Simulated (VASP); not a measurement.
# SnTe: single point with r2SCAN+rVV10

SnTe:

```xyz
2
Lattice="0.0000 3.0865 3.0865 3.0865 0.0000 3.0865 3.0865 3.0865 0.0000" Properties=species:S:1:pos:R:3 pbc="T T T"
Te    3.0865    3.0865    3.0865
Sn    0.0000    0.0000    0.0000
```

```
Program             : VASP 6.6.1
Task                : single point
Functional          : r2SCAN
Dispersion          : rVV10
Potentials or basis : VASP PAW PBE potentials, release 64 (Te, Sn_d)
Cutoff              : 520 eV
k mesh              : 7 × 7 × 7
Occupations         : fermi-dirac, width 0.05 eV
Spin                : no spin polarisation
```

```
Pressure : 4.3 GPa
```

Levels at points of the mesh, in eV from the Fermi level:
```tsv
k point	band 6	band 7	band 8	band 9	band 10	band 11	band 12	band 13	band 14	band 15
(0.00, 0.00, 0.00)	-14.05	-4.48	-2.72	-2.72	-2.72	3.52	3.52	3.52	4.76	4.76
```

Run time: 2.7 min on 1 thread of AMD EPYC 7R43 64-Core Processor (Zen 3), with other jobs on the host, peak memory 0.29 GiB.

Caveat: this odd mesh misses L, where the gap lies, so gap, dielectric constants and Born charges aren't listed; the PAW data sets were made with another functional, which shifts forces and pressure a little; spin-orbit coupling is left out, which moves the levels of the heavy elements.
